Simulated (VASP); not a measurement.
CdSe:

```
Cd Se
1.0
     0.00000    2.87396    2.87396
     2.87396    0.00000    2.87396
     2.87396    2.87396    0.00000
Cd Se
1 1
Direct
  0.00000 0.00000 0.00000
  0.50000 0.50000 0.50000
```

| Item | Value |
| --- | --- |
| Program | VASP 6.6.1 |
| Task | relaxation of cell and atoms |
| Functional | PBEsol-based global hybrid with 25 % exact exchange |
| Potentials or basis | VASP PAW PBE potentials, release 64 (Cd, Se) |
| Cutoff | 600 eV |
| k mesh | 4 × 4 × 4 |
| Occupations | fermi-dirac, width 0.05 eV |
| Spin | no spin polarisation |

At the start: pressure -4.2 GPa; volume 23.74 Å³/atom.

**Question.** Where does the relaxation end?

**Answer.** Over 3 steps the energy falls by 19.9 meV/atom and the volume is 22.30 Å³/atom (-6.1 %); space group Fm-3m (No. 225, to 0.1 Å) before and after.

The path:
| step | energy change (eV) | largest force (eV/Å) | pressure (GPa) | volume (Å³) |
| --- | --- | --- | --- | --- |
| 1 | 0.0000 | 0.0000 | -4.17 | 47.48 |
| 2 | -0.0310 | 0.0000 | 2.33 | 43.35 |
| 3 | -0.0398 | 0.0000 | 0.00 | 44.60 |

Final structure:
```yaml
crystal:
  lattice:
    - [0.00000, 2.81467, 2.81467]
    - [2.81467, 0.00000, 2.81467]
    - [2.81467, 2.81467, 0.00000]
  atoms:
    - { symbol: Cd, position: [0.00000, 0.00000, 0.00000] }
    - { symbol: Se, position: [0.50000, 0.50000, 0.50000] }
```

Caveat: the k points lie up to 0.48 Å⁻¹ apart in the final cell; the PAW data sets were made with another functional, which shifts forces and pressure a little.
